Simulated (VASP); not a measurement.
# Sb (R-3m) in VASP: notebook

Sb is run at these levels: RPBE; tasks: relaxation of cell and atoms, single point.

Everything below comes from runs of VASP 6.6.1. Logs are shortened: lines on timing, memory, paths and dates and some standing lists are left out, and cuts for length are marked.

**1. The cell of the first run**

It takes space group R-3m (No. 166, trigonal). Conventional cell: a = 4.308 Å, b = 4.308 Å, c = 11.274 Å, α = 90.00°, β = 90.00°, γ = 120.00°. Within 3.8 Å of Sb (site symmetry 3m) lie 6 Sb at 2.90 to 3.36 Å.

**2. Relaxation of cell and atoms, RPBE**

INCAR

```
SYSTEM = Sb
  ALGO = Normal
  EDIFF = 1E-6
  EDIFFG = -0.01
  ENCUT = 600
  GGA = RP
  IBRION = 2
  ISIF = 3
  ISMEAR = -1
  LASPH = .True.
  LCHARG = .False.
  LREAL = .False.
  LWAVE = .False.
  NELM = 80
  NSW = 80
  PREC = Accurate
  SIGMA = 0.1
```

KPOINTS

```
k-points
0
Gamma
  9 9 9
  0 0 0
```

POSCAR

```
Sb
1.0
    2.1540983456      1.2436692597      3.7580152782
   -2.1540983456      1.2436692597      3.7580152782
    0.0000000000     -2.4873385193      3.7580152782
Sb
2
Direct
    0.2330000000      0.2330000000      0.2330000000
    0.7670000000      0.7670000000      0.7670000000
```

Potentials or basis: VASP PAW PBE potentials, release 64 (Sb).

Run with:

```bash
$ cat potpaw_PBE.64/Sb/POTCAR > POTCAR
$ mpirun -np 1 vasp_std > vasp.out
```

OUTCAR:

```text
SYSTEM = Sb
   EDIFF = 1E-6
   EDIFFG = -0.01
   ENCUT = 600
   GGA = RP
   IBRION = 2
   ISIF = 3
   ISMEAR = -1
   LASPH = .True.
   LREAL = .False.
   NELM = 80
   NSW = 80
   PREC = Accurate

 ion  position               nearest neighbor table
   1  0.233  0.233  0.233-   2 2.90   2 2.90   2 2.90   2 3.36   2 3.36   2 3.36
   2  0.767  0.767  0.767-   1 2.90   1 2.90   1 2.90   1 3.36   1 3.36   1 3.36

  LATTYP: Found a trigonal (rhomboedric) cell.
 ALAT       =     4.5066097836
 COS(alpha) =     0.5430579354

  Lattice vectors:

 A1 = (   2.1540983456,   1.2436692597,   3.7580152782)
 A2 = (  -2.1540983456,   1.2436692597,   3.7580152782)
 A3 = (   0.0000000000,  -2.4873385193,   3.7580152782)

Analysis of symmetry for initial positions (statically):
=====================================================================
 Subroutine PRICEL returns:
 Original cell was already a primitive cell.

 Routine SETGRP: Setting up the symmetry group for a
 trigonal (rhombohedral) supercell.

 Subroutine GETGRP returns: Found 12 space group operations
 (whereof 12 operations were pure point group operations)
 out of a pool of 12 trial point group operations.

The static configuration has the point symmetry D_3d.

Analysis of symmetry for dynamics (positions and initial velocities):
=====================================================================
 Subroutine PRICEL returns:
 Original cell was already a primitive cell.

 Routine SETGRP: Setting up the symmetry group for a
 trigonal (rhombohedral) supercell.

 Subroutine GETGRP returns: Found 12 space group operations
 (whereof 12 operations were pure point group operations)
 out of a pool of 12 trial point group operations.

The dynamic configuration has the point symmetry D_3d.

 Subroutine INISYM returns: Found 12 space group operations
 (whereof 12 operations are pure point group operations),
 and found     1 'primitive' translations

----------------------------------------------------------------------------------------

                                     Primitive cell

  volume of cell :      60.4060

  direct lattice vectors                    reciprocal lattice vectors
     2.154098346  1.243669260  3.758015278     0.232115679  0.134012050  0.088699302
    -2.154098346  1.243669260  3.758015278    -0.232115679  0.134012050  0.088699302
     0.000000000 -2.487338519  3.758015278     0.000000000 -0.268024099  0.088699302

  length of vectors
     4.506609784  4.506609784  4.506609784     0.282319826  0.282319826  0.282319826

  position of ions in fractional coordinates (direct lattice)
     0.233000000  0.233000000  0.233000000
     0.767000000  0.767000000  0.767000000

  ion indices of the primitive-cell ions
   primitive index   ion index
                 1           1
                 2           2

----------------------------------------------------------------------------------------

 KPOINTS: k-points

Automatic generation of k-mesh.
 Grid dimensions read from file:
 generate k-points for:    9    9    9

 Generating k-lattice:

  Cartesian coordinates                     Fractional coordinates (reciprocal lattice)
     0.025790631  0.014890228  0.009855478     0.111111111  0.000000000  0.000000000
    -0.025790631  0.014890228  0.009855478     0.000000000  0.111111111  0.000000000
     0.000000000 -0.029780455  0.009855478     0.000000000  0.000000000  0.111111111

  Length of vectors
     0.031368870  0.031368870  0.031368870

  Shift w.r.t. Gamma in fractional coordinates (k-lattice)
     0.000000000  0.000000000  0.000000000

 Subroutine IBZKPT returns following result:
 ===========================================

 Found     85 irreducible k-points:

 Following reciprocal coordinates:
            Coordinates               Weight
  0.000000  0.000000  0.000000      1.000000
  0.111111  0.000000 -0.000000      6.000000
  0.222222 -0.000000 -0.000000      6.000000
  0.333333  0.000000 -0.000000      6.000000
  0.444444 -0.000000 -0.000000      6.000000
  0.111111  0.111111 -0.000000      6.000000
[... 16 lines left out ...]
 -0.333333  0.333333  0.000000      6.000000
  0.444444  0.444444 -0.000000      6.000000
 [... further k-points ...]
   k-points           NKPTS =     85   k-points in BZ     NKDIM =     85   number of bands    NBANDS=      9
   number of dos      NEDOS =    301   number of ions     NIONS =      2
   total plane-waves  NPLWV =  46656
   dimension x,y,z NGX =    36 NGY =   36 NGZ =   36
   dimension x,y,z NGXF=    72 NGYF=   72 NGZF=   72
   ions per type =               2
   NGX,Y,Z   is equivalent  to a cutoff of  13.28, 13.28, 13.28 a.u.
   NGXF,Y,Z  is equivalent  to a cutoff of  26.56, 26.56, 26.56 a.u.
 SYSTEM =  Sb
   PREC   = accura    normal or accurate (medium, high low for compatibility)
   ISTART =      0    job   : 0-new  1-cont  2-samecut
   ICHARG =      2    charge: 1-file 2-atom 10-const
   ISPIN  =      1    spin polarized calculation?
   LNONCOLLINEAR =      F non collinear calculations
   LSORBIT =      F    spin-orbit coupling
   LASPH  =      T    aspherical Exc in radial PAW
   ENCUT  =  600.0 eV  44.10 Ry    6.64 a.u.   9.00  9.00  9.00*2*pi/ulx,y,z
   NELM   =     80;   NELMIN=  2; NELMDL= -5     # of ELM steps
   EDIFF  = 0.1E-05   stopping-criterion for ELM
   LREAL  =      F    real-space projection
   EDIFFG = -.1E-01   stopping-criterion for IOM
   NSW    =     80    number of steps for IOM
   IBRION =      2    ionic relax: 0-MD 1-quasi-New 2-CG
   NFREE  =      1    steps in history (QN), initial steepest desc. (CG)
   ISIF   =      3    stress and relaxation
   ISYM   =      2    0-nonsym 1-usesym 2-fastsym
   POTIM  = 0.5000    time-step for ionic-motion
   TEBEG  =    0.0;   TEEND  =   0.0 temperature during run
   PSTRESS=    0.0 pullay stress
   NELECT =      10.0000    total number of electrons
   NUPDOWN=      -1.0000    fix difference up-down
   EMIN   =  10.00;   EMAX   =-10.00  energy-range for DOS
   EFERMI =   0.00;   METHOD = LEGACY
   ISMEAR =    -1;   SIGMA  =   0.10  broadening in eV -4-tet -1-fermi 0-gaus
   EFERMI_NEDOS =   21; number of points for ismear=-14 and -15
   IALGO  =     38    algorithm
   IMIX   =      4    mixing-type and parameters
     AMIX     =   0.40;   BMIX     =  1.00
     AMIX_MAG =   1.60;   BMIX_MAG =  1.00
  volume/ion in A,a.u.               =      30.20       203.82
  Fermi-wavevector in a.u.,A,eV,Ry     =   0.898907  1.698688 10.993967  0.808034
  Thomas-Fermi vector in A             =   2.021675
   LORBIT       =      0    0 simple, 1 ext, 2 COOP (PROOUT), +10 PAW based schemes
   GGA     = RP    functional components
   LHFCALC =     F    Hartree Fock is set to
   AEXX    =    0.0000 exact exchange contribution
   IVDW    =     0    specifies the selected vdW correction
   LEPSILON=     F    determine dielectric tensor
   LRPA    =     F    only Hartree local field effects (RPA)
 conjugate gradient relaxation of ions
 non-spin polarized calculation
  energy-cutoff  :      600.00
  volume of cell :       60.41
 maximum number of plane-waves:      2039
   NGX = 17   NGY = 17   NGZ = 17

--------------------------------------- Ionic step        1  -------------------------------------------

 number of electron      10.0000000 magnetization

 Free energy of the ion-electron system (eV)
  ---------------------------------------------------
  ext. energy  EPLUGINS =         0.00000000
  ---------------------------------------------------
  free energy    TOTEN  =        -7.50448379 eV

  energy without entropy =       -7.49546825  energy(sigma->0) =       -7.49997602

------------------------ aborting loop because EDIFF is reached ----------------------------------------

  FORCE on cell =-STRESS in cart. coord.  units (eV):
  Direction    XX          YY          ZZ          XY          YZ          ZX
  --------------------------------------------------------------------------------------
  -------------------------------------------------------------------------------------
  Total        1.6582171      1.6582171      1.4986325      0.0000000      0.0000000      0.0000000
  in kB       43.9816745     43.9816745     39.7489360      0.0000000      0.0000000      0.0000000
  external PRESSURE =      42.5707616 kB  Pullay stress =       0.0000000 kB
[... 89 lines left out ...]
  FREE ENERGIE OF THE ION-ELECTRON SYSTEM (eV)
  ---------------------------------------------------
  free  energy   TOTEN  =        -7.5613445049 eV

  energy  without entropy=       -7.5526935925  energy(sigma->0) =       -7.55701905

[... ionic steps 4 to 7 ...]

--------------------------------------- Ionic step        8  -------------------------------------------

 number of electron      10.0000000 magnetization

------------------------ aborting loop because EDIFF is reached ----------------------------------------

  FORCE on cell =-STRESS in cart. coord.  units (eV):
  Direction    XX          YY          ZZ          XY          YZ          ZX
  --------------------------------------------------------------------------------------
  -------------------------------------------------------------------------------------
  Total       -0.0495172     -0.0495172     -0.0263375      0.0000000     -0.0000000     -0.0000000
  in kB       -1.1938114     -1.1938114     -0.6349726      0.0000000     -0.0000000     -0.0000000
  external PRESSURE =      -1.0075318 kB  Pullay stress =       0.0000000 kB
[... 57 lines left out ...]
  energy  without entropy=       -7.5595445283  energy(sigma->0) =       -7.56339466

--------------------------------------- Ionic step       10  -------------------------------------------

 number of electron      10.0000000 magnetization

 Free energy of the ion-electron system (eV)
  ---------------------------------------------------
  ext. energy  EPLUGINS =         0.00000000
  ---------------------------------------------------
  free energy    TOTEN  =        -7.56741354 eV

  energy without entropy =       -7.55977325  energy(sigma->0) =       -7.56359340

 E-fermi :   6.2848     XC(G=0):  -9.0285

 val. band max:        6.1919383116   @ k =   0.4444   0.3333   0.3333
 cond. band min:       6.3058219524   @ k =   0.4444  -0.0000  -0.0000
 fundamental gap:      0.1138836407
 Fermi energy:         6.2848358395

 k-point     1 :       0.0000    0.0000    0.0000
  band No.  band energies     occupation
      1      -5.8022      2.00000
      2       1.0602      2.00000
      3       4.3399      2.00000
      4       4.6787      2.00000
      5       4.6787      2.00000
      6       8.0688      0.00000
      7       8.7550      0.00000
      8       8.7550      0.00000
      9      11.6163      0.00000
[... 265 lines left out ...]
 k-point    24 :       0.4444    0.4444   -0.0000
  band No.  band energies     occupation
      1      -3.8658      2.00000
      2      -1.5883      2.00000
      3       1.5919      2.00000
      4       2.9944      2.00000
      5       3.0769      2.00000
      6       8.0111      0.00000
      7      10.6487      0.00000
      8      11.4942      0.00000
      9      11.9709      0.00000

 [... further k-points ...]

------------------------ aborting loop because EDIFF is reached ----------------------------------------

  FORCE on cell =-STRESS in cart. coord.  units (eV):
  Direction    XX          YY          ZZ          XY          YZ          ZX
  --------------------------------------------------------------------------------------
  -------------------------------------------------------------------------------------
  Total        0.0038240      0.0038240      0.0044590      0.0000000      0.0000000      0.0000000
  in kB        0.0923608      0.0923608      0.1076977      0.0000000      0.0000000      0.0000000
  external PRESSURE =       0.0974731 kB  Pullay stress =       0.0000000 kB
[... 17 lines left out ...]
  FREE ENERGIE OF THE ION-ELECTRON SYSTEM (eV)
  ---------------------------------------------------
  free  energy   TOTEN  =        -7.5674135443 eV

  energy  without entropy=       -7.5597732517  energy(sigma->0) =       -7.56359340

 reached required accuracy - stopping structural energy minimisation
```

It took 8.6 min on 1 thread of Intel Xeon 8259CL, shared host; peak memory 0.25 GiB.

Results:

```
Free energy                           : -7.5674 eV
Relaxed volume                        : 33.17 Å³/atom
Relaxed cell                          : a = 4.702 Å, b = 4.702 Å, c = 4.702 Å, α = 55.80°, β = 55.80°, γ = 55.80°
Space group after relaxing (to 0.1 Å) : R-3m (No. 166)
Energy gained by relaxing             : 31.5 meV/atom
Ionic steps                           : 10
Pressure after relaxing               : 0.0 GPa
```

The path:
```csv
step,energy change (eV),largest force (eV/Å),pressure (GPa),volume (Å³)
1,0.0000,0.3226,4.26,60.41
2,-0.0356,0.3667,-1.95,67.70
3,-0.0569,0.1302,0.09,64.74
4,-0.0585,0.1022,0.07,64.98
5,-0.0616,0.0109,0.04,65.68
6,-0.0619,0.0368,0.03,66.02
7,-0.0627,0.0067,-0.05,66.28
8,-0.0629,0.0138,-0.10,66.46
9,-0.0628,0.0206,0.19,66.13
10,-0.0629,0.0008,0.01,66.34
```

Final structure:
```xyz
2
Lattice="2.2001 1.2702 3.9561 -2.2001 1.2702 3.9561 0.0000 -2.5405 3.9561" Properties=species:S:1:pos:R:3 pbc="T T T"
Sb    0.0000    0.0000    2.7419
Sb    0.0000    0.0000    9.1265
```

Levels at points of the mesh, in eV from the Fermi level:
| k point | band 3 | band 4 | band 5 | band 6 | band 7 | band 8 |
| --- | --- | --- | --- | --- | --- | --- |
| (0.00, 0.00, 0.00) | -1.94 | -1.61 | -1.61 | 1.78 | 2.47 | 2.47 |

Caveat: the PAW data sets were made with another functional, which shifts forces and pressure a little; spin-orbit coupling is left out, which moves the levels of the heavy elements.

**3. Single point, RPBE (29.37 Å³/atom)**

This run uses another cell than the first one, of 29.37 Å³/atom.

INCAR

```
SYSTEM = Sb
ALGO     = Normal         ! electronic algorithm
EDIFF    = 1E-6           ! SCF threshold, eV
ENCUT    = 520            ! plane-wave cutoff, eV
GGA      = RP             ! functional
ISIF     = 2              ! what is computed and relaxed
ISMEAR   = -1             ! smearing method
LASPH    = .True.         ! aspherical terms in the spheres
LCHARG   = .False.        ! write CHGCAR
LREAL    = .False.        ! projectors in reciprocal space
LWAVE    = .False.        ! write WAVECAR
NBANDS   = 12             ! bands
NELM     = 80             ! most SCF steps
PREC     = Accurate       ! precision mode
SIGMA    = 0.1            ! smearing width, eV
```

KPOINTS

```
k-points
0
Gamma
  14 14 14
  0 0 0
```

POSCAR

```
Sb
1.0
    2.1080131633      1.2170619673      3.8164118977
   -2.1080131633      1.2170619673      3.8164118977
    0.0000000000     -2.4341239345      3.8164118977
Sb
2
Direct
    0.2303412899      0.2303412899      0.2303412899
    0.7696587101      0.7696587101      0.7696587101
```

Potentials or basis: VASP PAW PBE potentials, release 64 (Sb).

Run with:

```bash
$ cat potpaw_PBE.64/Sb/POTCAR > POTCAR
$ mpirun -np 1 vasp_std > vasp.out
```

It took 5.8 min on 1 thread of Intel Xeon 8259CL, shared host; peak memory 0.33 GiB.

It converged, with:

| Property | Result |
| --- | --- |
| Free energy | -7.3892 eV |
| Pressure | 7.7 GPa |
| Largest force | 0.887 eV/Å |
| Band gap on the k mesh | zero (bands 5 and 6 overlap by 0.46 eV) |

Forces in eV/Å, atoms in the order of the input:
```
Sb   0.000  0.000  0.887
Sb   0.000  0.000 -0.887
```

Stress tensor (GPa, compression positive):
```
8.32 0.00 0.00
0.00 8.32 0.00
0.00 0.00 6.38
```

Levels at points of the mesh, in eV from the Fermi level:
```csv
k point,band 1,band 2,band 3,band 4,band 5,band 6,band 7,band 8,band 9,band 10
"(0.00, 0.00, 0.00)",-13.13,-4.70,-2.37,-1.90,-1.90,1.67,2.56,2.56,5.21,5.21
"(0.50, 0.00, 0.00)",-10.71,-9.78,-2.35,-2.30,-0.31,-0.27,0.10,0.73,7.18,7.71
"(0.50, 0.50, 0.00)",-10.66,-8.29,-5.51,-3.97,-3.83,1.22,4.99,5.80,7.03,8.60
"(0.50, 0.50, 0.50)",-11.80,-8.97,-1.51,-1.51,-0.42,0.30,0.30,1.49,6.64,8.43
```

Caveat: the cell stands under pressure; the PAW data sets were made with another functional, which shifts forces and pressure a little; spin-orbit coupling is left out, which moves the levels of the heavy elements.

**4. Single point, RPBE (30.71 Å³/atom)**

This run uses another cell than the first one, of 30.71 Å³/atom.

INCAR

```
SYSTEM = Sb
PREC = Accurate
ENCUT = 520
EDIFF = 1E-6
ISMEAR = -1
SIGMA = 0.1
LREAL = .FALSE.
LASPH = .TRUE.
NELM = 80
ALGO = Normal
ISIF = 2
LWAVE = .FALSE.
LCHARG = .TRUE.
GGA = RP
LELF = .TRUE.
LVHAR = .TRUE.
NBANDS = 12
```

KPOINTS

```
Automatic mesh
0
G
  14 14 14
  0 0 0
```

POSCAR

```
Sb
1.0
    2.1394806856      1.2352297498      3.8733816683
   -2.1394806856      1.2352297498      3.8733816683
    0.0000000000     -2.4704594995      3.8733816684
Sb
2
Direct
    0.2303412899      0.2303412899      0.2303412899
    0.7696587101      0.7696587101      0.7696587101
```

Run with:

```bash
$ cat potpaw_PBE.64/Sb/POTCAR > POTCAR
$ mpirun -np 1 vasp_std > vasp.out
```

Wall time 6.4 min (1 thread of Intel Xeon 8259CL, shared host); peak memory 0.33 GiB.

The run converged. Its results:

| Quantity | Value |
| --- | --- |
| Free energy | -7.4899 eV |
| Pressure | 4.5 GPa |
| Largest force | 0.561 eV/Å |
| Band gap on the k mesh | zero (bands 5 and 6 overlap by 0.39 eV) |

Forces in eV/Å, atoms in the order of the input:
```
Sb   0.000  0.000  0.561
Sb   0.000  0.000 -0.561
```

Stress tensor (GPa, compression positive):
```
4.92 0.00 0.00
0.00 4.92 0.00
0.00 0.00 3.76
```

Levels at points of the mesh, in eV from the Fermi level:
```csv
k point,band 3,band 4,band 5,band 6,band 7,band 8
"(0.00, 0.00, 0.00)",-2.23,-1.81,-1.81,1.68,2.51,2.51
"(0.50, 0.00, 0.00)",-2.22,-2.18,-0.31,-0.26,0.16,0.78
"(0.50, 0.50, 0.00)",-5.27,-3.75,-3.62,1.38,4.77,5.60
"(0.50, 0.50, 0.50)",-1.42,-1.42,-0.48,0.36,0.36,1.38
```

Caveat: the cell stands under pressure; the PAW data sets were made with another functional, which shifts forces and pressure a little; spin-orbit coupling is left out, which moves the levels of the heavy elements.

**5. Overview**

```tsv
task	cell	k mesh	cutoff (eV)	gap on the mesh (eV)	pressure (GPa)	largest force (eV/Å)
relaxation of cell and atoms	relaxed from a = 4.507 Å, angles 57.1°, 2 atoms, atomic positions A	9 × 9 × 9	600	-	0.0	-
single point	a = 4.527 Å, angles 55.5°, 2 atoms, atomic positions B	14 × 14 × 14	520	none	7.7	0.89
single point	a = 4.594 Å, angles 55.5°, 2 atoms, atomic positions B	14 × 14 × 14	520	none	4.5	0.56
```

Alike in all rows: level RPBE; potentials or basis VASP PAW PBE potentials, release 64 (Sb); no spin polarisation; smearing fermi-dirac 0.1 eV.

Caveats: the PAW data sets were made with another functional, which shifts forces and pressure a little; spin-orbit coupling is left out, which moves the levels of the heavy elements; the cell stands under pressure (at least some runs).

Absolute energies hang on the potentials; compare differences alone.

The gap in the log of VASP goes by the Fermi energy; the results here count the filled bands.